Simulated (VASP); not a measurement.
**AlNi: single point with PBEsol+U**

Crystal: AlNi.

```
CELL_PARAMETERS angstrom
2.88100 0.00000 0.00000
0.00000 2.88100 0.00000
0.00000 0.00000 2.88100
ATOMIC_POSITIONS crystal
Ni 0.50000 0.50000 0.50000
Al 0.00000 0.00000 0.00000
```

* Program: VASP 6.6.1
* Task: single point
* Functional: PBEsol
* Potentials or basis: VASP PAW PBE potentials, release 64 (Ni, Al)
* Cutoff: 520 eV
* k mesh: 7 × 7 × 7
* Occupations: fermi-dirac, width 0.05 eV
* Spin: collinear spin, zero start
* Starting moments: [0.0, 0.0] μB
* Hubbard terms: Ni d U = 3.0 eV

* Pressure: -6.9 GPa
* Net moment: 0.00 μB per cell
* Valence electrons inside the program's atomic spheres: Ni 9.60; Al 0.79

Levels at points of the mesh, in eV from the Fermi level:
Spin up:
```tsv
k point	band 4	band 5	band 6	band 7	band 8	band 9
(0.00, 0.00, 0.00)	-1.95	-1.95	-1.95	5.57	5.57	5.57
```
Spin down:
| k point | band 3 | band 4 | band 5 | band 6 | band 7 | band 8 | band 9 | band 10 |
| --- | --- | --- | --- | --- | --- | --- | --- | --- |
| (0.00, 0.00, 0.00) | -3.60 | -1.95 | -1.95 | -1.95 | 5.57 | 5.57 | 5.57 | 7.99 |

Eigenvalues of the final occupation matrices:
```
    site  spin  trace               eigenvalues
site 1 d     1   4.34  0.86 0.86 0.87 0.87 0.87
site 1 d     2   4.34  0.86 0.86 0.87 0.87 0.87
```

It took 12 s on 1 thread of Intel(R) Xeon(R) Platinum 8488C (Sapphire Rapids) (shared host), peak memory 0.15 GiB.

Caveat: the PAW data sets were made with another functional, which shifts forces and pressure a little; the U is typed as a test and isn't derived for this compound.
